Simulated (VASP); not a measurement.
Write the native input for VASP 6.6.1 that does the following.

- Task: single point
- Functional: PBE
- Potentials or basis: VASP PAW PBE potentials, release 64 (Pb_d, F)
- Cutoff: 520 eV
- k mesh: 8 × 8 × 8
- Occupations: gaussian, width 0.05 eV
- Spin: no spin polarisation
- Dipole correction: no
- Further INCAR settings: ALGO = Normal; EDIFF = 1e-07; NBANDS = 21

The structure of PbF2 lies in POSCAR:

```
PbF2
1.0
    0.0111369375      2.9698500000      2.9698500000
    2.9809869375      0.0000000000      2.9809869375
    2.9698500000      2.9698500000      0.0111369375
Pb F
1 2
Direct
    0.0000000000      0.0000000000      0.0000000000
    0.2500000000      0.2500000000      0.2500000000
    0.7500000000      0.7500000000      0.7500000000
```

This cell differs from its parent crystal: strain +0.0075 x Voigt [0, 0, 0, 0, 1, 0].

The input as run:

INCAR

```
PREC = Accurate ; ENCUT = 520
EDIFF = 1E-7 ; ISMEAR = 0
SIGMA = 0.05 ; LREAL = F
LASPH = T ; NELM = 80
ALGO = Normal ; ISIF = 2
LWAVE = F ; LCHARG = F
GGA = PE ; NBANDS = 21
```

KPOINTS

```
Automatic mesh
0
Gamma
  8 8 8
```

Potentials or basis: VASP PAW PBE potentials, release 64 (Pb_d, F).

Launch:

```sh
$ cat potpaw_PBE.64/Pb_d/POTCAR potpaw_PBE.64/F/POTCAR > POTCAR
$ mpirun -np 1 vasp_std > vasp.out
```

It gave:

* Pressure: 2.0 GPa
* Largest force: 0.021 eV/Å
* Band gap on the k mesh: 4.42 eV, indirect (least direct gap 4.56 eV)

Caveat: the cell differs from its parent crystal (strain +0.0075 x Voigt [0, 0, 0, 0, 1, 0]); spin-orbit coupling is left out, which moves the levels of the heavy elements.

It took 42 s on 1 thread of AMD EPYC 9R45 96-Core Processor (Zen 5), with other jobs on the host, peak memory 0.21 GiB.
